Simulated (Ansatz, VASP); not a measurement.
Two plane-wave programs on HfSnO4

Contents of INCAR:

```
SYSTEM = HfSnO4
PREC = Accurate
ENCUT = 520
EDIFF = 1E-7
ISMEAR = -1
SIGMA = 0.02
LREAL = .False.
LASPH = .True.
NELM = 80
ALGO = Normal
ISIF = 2
LWAVE = .False.
LCHARG = .False.
GGA = PE
NBANDS = 33
```

File KPOINTS:

```
regular mesh
0
Gamma
  8 8 6
  0 0 0
```

Contents of POSCAR:

```
HfSnO4
1.0
    3.5642920308      0.0000000000      0.0000000000
    0.0000000000      3.5642920308      0.0000000000
    0.0000000000      0.0000000000      5.3382292345
Hf Sn O
1 1 4
Direct
    0.5000000000      0.5000000000      0.5000000000
    0.0000000000      0.0000000000      0.0000000000
    0.5000000000      0.0000000000      0.6819533922
    0.0000000000      0.5000000000      0.8156317145
    0.0000000000      0.5000000000      0.3180466078
    0.5000000000      0.0000000000      0.1843682855
```

Input for Ansatz:

```yaml
crystal:
  lattice:
    - [3.5642920308, 0.0, 0.0]
    - [0.0, 3.5642920308, 0.0]
    - [0.0, 0.0, 5.3382292345]
  atoms:
    - { symbol: Hf, position: [0.5, 0.5, 0.5] }
    - { symbol: Sn, position: [0.0, 0.0, 0.0] }
    - { symbol: O, position: [0.5, 0.0, 0.6819533922] }
    - { symbol: O, position: [0.0, 0.5, 0.8156317145] }
    - { symbol: O, position: [0.0, 0.5, 0.3180466078] }
    - { symbol: O, position: [0.5, 0.0, 0.1843682855] }
kpoints:
  mp_grid: { grid: [8, 8, 6] }
  band_path:
    path:
      - [[0.0, 0.0, 0.0], [-1.848035669103e-53, 0.5, -2.343930120054e-69], [0.5, 0.5, -1.32760617558e-34], [0.0, 0.0, 0.0], [-2.489161064675e-51, 7.06947976095e-86, 0.5], [-2.489161064675e-51, 0.5, 0.5], [0.5, 0.5, 0.5], [-2.489161064675e-51, 7.06947976095e-86, 0.5]]
      - [[-1.848035669103e-53, 0.5, -2.343930120054e-69], [-2.489161064675e-51, 0.5, 0.5]]
      - [[0.5, 0.5, -1.32760617558e-34], [0.5, 0.5, 0.5]]
    npoints: 10
hamiltonian:
  xc: pbe
scf:
  occupations: { method: fermi_dirac, width: 0.02 }
  n_extra_bands: 5
output:
  forces: true
  stress: true
  eigenvalues: true
  write_density: true
  write_potential: true
  elf: true
  volumetric_format: npy
```

Alike in both runs: task single point; functional PBE; k mesh 8 × 8 × 6; occupations fermi-dirac, width 0.02 eV; no spin polarisation.

|  | VASP | Ansatz |
| --- | --- | --- |
| version | VASP 6.6.1 | Ansatz 0.2.0 |
| potentials or method | VASP PAW PBE potentials, release 64 (Hf_pv, Sn_d, O) | plane waves, PAW |
| plane-wave cutoff (eV) | 520 | 420 |
| valence electrons in the cell | 48 | 64 |

```csv
,VASP,Ansatz,Ansatz less VASP
gap on the k mesh at the Fermi level (eV),2.01,2.03,+0.018
pressure (GPa),5.8,7.1,+1.25
"traceless stress, the component that is largest in VASP (GPa)",-0.33,-0.25,+0.078
rms of the force components (eV/Å),0.133,0.089,-0.0440
```

Atom by atom the forces differ by 0.060 eV/Å (rms over components). VASP's potentials hold 48 valence electrons a cell and Ansatz's 64, so a difference there can come from the potentials and not from the codes.

Neither program's run includes spin-orbit coupling.
